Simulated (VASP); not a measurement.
Write the native input for VASP 6.6.1 that does the following.

| Item | Value |
| --- | --- |
| Task | single point |
| Functional | PBEsol |
| Potentials or basis | VASP PAW PBE potentials, release 64 (Cu, Al) |
| Cutoff | 520 eV |
| k mesh | 8 × 8 × 8 |
| Occupations | fermi-dirac, width 0.05 eV |
| Spin | no spin polarisation |
| Dipole correction | no |
| Further INCAR settings | ALGO = Normal; EDIFF = 1e-06; NBANDS = 26 |

The structure of AlCu3 lies in POSCAR:

```
AlCu3
1.0
    0.0000000000      2.8489790278      2.8489790278
    2.8489790278      0.0000000000      2.8489790278
    2.8489790278      2.8489790278      0.0000000000
Cu Al
3 1
Direct
    0.7500000000      0.7500000000      0.7500000000
    0.2500000000      0.2500000000      0.2500000000
    0.5000000000      0.5000000000      0.5000000000
    0.0000000000      0.0000000000      0.0000000000
```

This cell differs from its parent crystal: volume scaled by 0.96.

One way to write it, as run:

INCAR

```
SYSTEM = AlCu3
PREC = Accurate ; ENCUT = 520
EDIFF = 1E-6 ; ISMEAR = -1
SIGMA = 0.05 ; LREAL = .False.
LASPH = .True. ; NELM = 100
ALGO = Normal ; ISIF = 2
LWAVE = .False. ; LCHARG = .False.
GGA = PS ; NBANDS = 26
```

KPOINTS

```
regular mesh
0
Gamma
  8 8 8
  0 0 0
```

Potentials or basis: VASP PAW PBE potentials, release 64 (Cu, Al).

Command:

```bash
$ cat potpaw_PBE.64/Cu/POTCAR potpaw_PBE.64/Al/POTCAR > POTCAR
$ mpirun -np 1 vasp_std > vasp.out
```

Results of the run:

| Item | Value |
| --- | --- |
| Pressure | 6.6 GPa |
| Band gap on the k mesh | zero (band 18 reaches 12.86 eV, above the bottom of band 19 at 6.90 eV) |

Caveat: the PAW data sets were made with another functional, which shifts forces and pressure a little.

Wall time 43 s on 1 thread of AMD EPYC 7R43 64-Core Processor (Zen 3) (shared host), peak memory 0.14 GiB.
